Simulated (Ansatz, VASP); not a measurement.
**I: VASP beside Ansatz**

Contents of POSCAR:

```
I
1.0
    3.6275000000     -2.3975000000      0.0000000000
    3.6275000000      2.3975000000      0.0000000000
    0.0000000000      0.0000000000      9.7800000000
I
4
Direct
    0.8500000000      0.1500000000      0.1170000000
    0.6500000000      0.3500000000      0.6170000000
    0.1500000000      0.8500000000      0.8830000000
    0.3500000000      0.6500000000      0.3830000000
```

File INCAR.step1:

```
SYSTEM = I
PREC     = Accurate       ! precision mode
ENCUT    = 520            ! plane-wave cutoff, eV
ISMEAR   = 0              ! smearing method
SIGMA    = 0.1            ! smearing width, eV
LREAL    = .False.        ! projectors in reciprocal space
LASPH    = .True.         ! aspherical terms in the spheres
NELM     = 80             ! most SCF steps
NBANDS   = 22             ! bands
GGA      = PE             ! functional
ALGO     = Normal         ! electronic algorithm
EDIFF    = 1E-4           ! SCF threshold, eV
LWAVE    = .True.         ! write WAVECAR
LCHARG   = .False.        ! write CHGCAR
```

INCAR.step2

```
SYSTEM = I
PREC     = Accurate       ! precision mode
ENCUT    = 520            ! plane-wave cutoff, eV
EDIFF    = 1E-6           ! SCF threshold, eV
ISMEAR   = 0              ! smearing method
SIGMA    = 0.1            ! smearing width, eV
LREAL    = .False.        ! projectors in reciprocal space
LASPH    = .True.         ! aspherical terms in the spheres
NELM     = 80             ! most SCF steps
ALGO     = Normal         ! electronic algorithm
ISIF     = 2              ! what is computed and relaxed
LWAVE    = .False.        ! write WAVECAR
LCHARG   = .True.         ! write CHGCAR
METAGGA  = R2SCAN         ! meta-GGA
LMIXTAU  = .True.       
LELF     = .True.         ! ELF
LVHAR    = .True.       
NBANDS   = 22             ! bands
ISTART   = 1
```

The input KPOINTS:

```
regular mesh
0
Gamma
  4 4 2
  0 0 0
```

Input for Ansatz:

```yaml
crystal:
  lattice:
    - [3.6275, -2.3975, 0.0]
    - [3.6275, 2.3975, 0.0]
    - [0.0, 0.0, 9.78]
  atoms:
    - { symbol: I, position: [0.85, 0.15, 0.117] }
    - { symbol: I, position: [0.65, 0.35, 0.617] }
    - { symbol: I, position: [0.15, 0.85, 0.883] }
    - { symbol: I, position: [0.35, 0.65, 0.383] }
basis:
  ecutwfc: 500
kpoints:
  mp_grid: { grid: [4, 4, 2] }
hamiltonian:
  xc: r2scan
scf:
  occupations: { method: gaussian, width: 0.1 }
  lower_state_search: "off"
output:
  forces: true
  stress: true
  eigenvalues: true
```

Alike in both runs: task single point; functional r2SCAN; k mesh 4 × 4 × 2; occupations gaussian, width 0.1 eV; no spin polarisation.

```csv
,VASP,Ansatz
version,VASP 6.6.1,Ansatz 0.2.0
potentials or method,"VASP PAW PBE potentials, release 64 (I), cutoff 520 eV","scalar-relativistic, plane waves, PAW"
valence electrons in the cell,28,68
```

|  | VASP | Ansatz | Ansatz less VASP |
| --- | --- | --- | --- |
| gap on the k mesh at the Fermi level (eV) | 1.44 | 1.45 | +0.010 |
| least direct gap on the mesh (eV) | 1.61 | 1.62 | +0.013 |
| pressure (GPa) | 0.9 | 0.9 | +0.06 |
| traceless stress, the component that is largest in VASP (GPa) | 0.47 | 0.51 | +0.035 |
| rms of the force components (eV/Å) | 0.231 | 0.236 | +0.0054 |

VASP's potentials were made for PBE, not for r2SCAN. Atom by atom the forces differ by 0.006 eV/Å (rms over components). VASP's potentials hold 28 valence electrons a cell and Ansatz's 68, so a difference there can come from the potentials and not from the codes.

Neither program's run includes spin-orbit coupling.
